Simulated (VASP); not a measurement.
Input of a VASP 6.6.1 run:

POSCAR

```
SiC
1.0
    0.0000000000      2.1740000000      2.1740000000
    2.1740000000      0.0000000000      2.1740000000
    2.1740000000      2.1740000000      0.0000000000
Si C
1 1
Direct
   -0.0609855205      0.0000000000      0.0000000000
    0.7500000000      0.7500000000      0.7500000000
```

File INCAR.step1:

```
PREC = Accurate
ENCUT = 520
ISMEAR = 0
SIGMA = 0.05
LREAL = F
LASPH = T
NELM = 100
NBANDS = 11
GGA = PE
ALGO = Normal
EDIFF = 1E-4
LWAVE = T
LCHARG = F
```

INCAR.step2

```
PREC = Accurate
ENCUT = 520
EDIFF = 1E-6
ISMEAR = 0
SIGMA = 0.05
LREAL = F
LASPH = T
NELM = 100
ALGO = Normal
ISIF = 2
LWAVE = F
LCHARG = F
METAGGA = R2SCAN
LMIXTAU = T
NBANDS = 11
ISTART = 1
```

Contents of KPOINTS:

```
Automatic mesh
0
Gamma
  12 12 12
```

Potentials or basis: VASP PAW PBE potentials, release 64 (Si, C).

Run with:

```bash
$ cat potpaw_PBE.64/Si/POTCAR potpaw_PBE.64/C/POTCAR > POTCAR
$ cp INCAR.step1 INCAR
$ mpirun -np 1 vasp_std > vasp.out
$ cp INCAR.step2 INCAR
$ mpirun -np 1 vasp_std > vasp.out
```

**Question.** What does it give for the largest force?

**Answer.** 4.037 eV/Å.

**Question.** Estimate the pressure.

**Answer.** 5.5 GPa.

**Question.** Estimate the band gap on the k mesh.

**Answer.** 0.80 eV, indirect (least direct gap 4.65 eV).

Stress tensor (GPa, compression positive):
```
8.00 8.93 8.93
8.93 4.31 5.30
8.93 5.30 4.31
```

Caveat: the cell differs from its parent crystal (all Si atoms moved +0.188 Å, as atom 1 towards its neighbour atom 1 (Si) at 3.075 Å); the PAW data sets were made with another functional, which shifts forces and pressure a little. A k mesh can miss the band edges.
